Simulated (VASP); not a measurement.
# BN: single point with PBE

Crystal: BN.

```xyz
4
Lattice="2.5122 0.0000 0.0000 -1.2561 2.1756 0.0000 0.0000 0.0000 8.3870" Properties=species:S:1:pos:R:3 pbc="T T T"
B     0.0000    1.4504    2.0968
B     1.2561    0.7252    6.2903
N     0.0000    1.4504    6.2903
N     1.2561    0.7252    2.0968
```

```json
{"Program": "VASP 6.6.1", "Task": "single point", "Functional": "PBE", "Potentials or basis": "VASP PAW PBE potentials, release 64 (B, N)", "Cutoff": "520 eV", "k mesh": "16 × 16 × 6", "Occupations": "gaussian, width 0.05 eV", "Spin": "no spin polarisation", "Dipole correction": "no", "Further INCAR settings": "ALGO = Normal; EDIFF = 1e-06; NBANDS = 16"}
```

```
Pressure               : 0.1 GPa
Band gap on the k mesh : 4.42 eV (least direct gap 4.74 eV)
```

Stress tensor (GPa, compression positive):
```
 0.12  0.00  0.00
 0.00  0.12  0.00
 0.00  0.00 -0.08
```

Levels at points of the mesh, in eV from the valence-band top:
```csv
k point,band 4,band 5,band 6,band 7,band 8,band 9,band 10,band 11,band 12,band 13
"(0.00, 0.00, 0.00)",-4.87,-1.32,-1.32,-1.32,-1.32,4.42,7.75,10.05,11.54,11.54
"(0.50, 0.00, 0.00)",-8.81,-4.09,-4.08,-0.98,-0.75,4.61,5.04,9.46,9.89,12.11
"(0.00, 0.00, 0.50)",-5.17,-1.32,-1.32,-1.32,-1.32,5.69,5.69,11.54,11.54,11.54
"(0.50, 0.00, 0.50)",-8.82,-4.09,-4.09,-0.87,-0.87,4.80,4.80,9.72,9.72,12.69
```

Wall time 90 s on 1 thread of Intel Xeon 8259CL (shared host), peak memory 0.21 GiB.

Caveat: this functional lacks dispersion, which binds the layers, so the pressure and a relaxed spacing across them are unreliable. A k mesh can miss the band edges.
